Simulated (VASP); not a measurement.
Set up this calculation in VASP 6.6.1, as the native input.

```
Task                            : G0W0 quasiparticle levels
Functional                      : PBE
Potentials or basis             : VASP PAW PBE potentials, release 64 (Na_sv_GW, F_GW)
Cutoff                          : 500 eV
k mesh                          : 6 × 6 × 6
Occupations                     : gaussian, width 0.01 eV
Spin                            : no spin polarisation
Dipole correction               : no
GW scheme                       : G0W0
GW iterations                   : 1
Cutoff of the response function : 150
Frequency points                : 96
Empty bands                     : 100
Further INCAR settings          : ALGO = EVGW0; EDIFF = 1e-08; NBANDS = 108
```

NaF:

```
CELL_PARAMETERS angstrom
0.00000 2.29717 2.28568
2.29717 0.00000 2.28568
2.29717 2.29717 0.00000
ATOMIC_POSITIONS crystal
Na 0.00000 0.00000 0.00000
F 0.50000 0.50000 0.50000
```

The input as run:

POSCAR

```
NaF
1.0
    0.0000000000      2.2971680800      2.2856822396
    2.2971680800      0.0000000000      2.2856822396
    2.2971680800      2.2971680800      0.0000000000
Na F
1 1
Direct
    0.0000000000      0.0000000000      0.0000000000
    0.5000000000      0.5000000000      0.5000000000
```

INCAR.step1

```
SYSTEM = NaF
PREC = Accurate ; ENCUT = 500
EDIFF = 1E-8 ; ISMEAR = 0
SIGMA = 0.01 ; LREAL = .FALSE.
LASPH = .TRUE. ; NELM = 80
ALGO = Normal ; LWAVE = .TRUE.
LCHARG = .FALSE. ; GGA = PE
```

INCAR.step2

```
SYSTEM = NaF
PREC = Accurate ; ENCUT = 500
EDIFF = 1E-8 ; ISMEAR = 0
SIGMA = 0.01 ; LREAL = .FALSE.
LASPH = .TRUE. ; NELM = 1
ALGO = Exact ; LWAVE = .TRUE.
LCHARG = .FALSE. ; GGA = PE
NBANDS = 108 ; LOPTICS = .TRUE.
ISTART = 1
```

INCAR.step3

```
SYSTEM = NaF
PREC = Accurate ; ENCUT = 500
EDIFF = 1E-8 ; ISMEAR = 0
SIGMA = 0.01 ; LREAL = .FALSE.
LASPH = .TRUE. ; ALGO = EVGW0
LWAVE = .FALSE. ; LCHARG = .FALSE.
GGA = PE ; NELMGW = 1
NBANDS = 108 ; ENCUTGW = 150.0
NOMEGA = 96 ; PRECFOCK = Fast
ISTART = 1 ; NBANDSGW = 16
OMEGAMAX = 20
```

KPOINTS

```
Automatic mesh
0
G
  6 6 6
  0 0 0
```

Potentials or basis: VASP PAW PBE potentials, release 64 (Na_sv_GW, F_GW).

Launch:

```sh
$ cat potpaw_PBE.64/Na_sv_GW/POTCAR potpaw_PBE.64/F_GW/POTCAR > POTCAR
$ cp INCAR.step1 INCAR
$ mpirun -np 1 vasp_std > vasp.out
$ cp INCAR.step2 INCAR
$ mpirun -np 1 vasp_std > vasp.out
$ cp INCAR.step3 INCAR
$ mpirun -np 1 vasp_std > vasp.out
```

It gave:

| Quantity | Value |
| --- | --- |
| Quasiparticle gap | 10.72 eV |
| Least direct quasiparticle gap | 10.72 eV |
| Band gap of the starting levels on the mesh | 6.50 eV |
| Least direct gap of the starting levels on the mesh | 6.50 eV |

Caveat: the k points lie up to 0.40 Å⁻¹ apart; bands, screening cutoff and mesh are small and nothing is extrapolated, so the quasiparticle values aren't converged.

Run time: 8.4 min on 1 thread of Intel(R) Xeon(R) Platinum 8559C (Emerald Rapids) (shared host), peak memory 0.59 GiB.
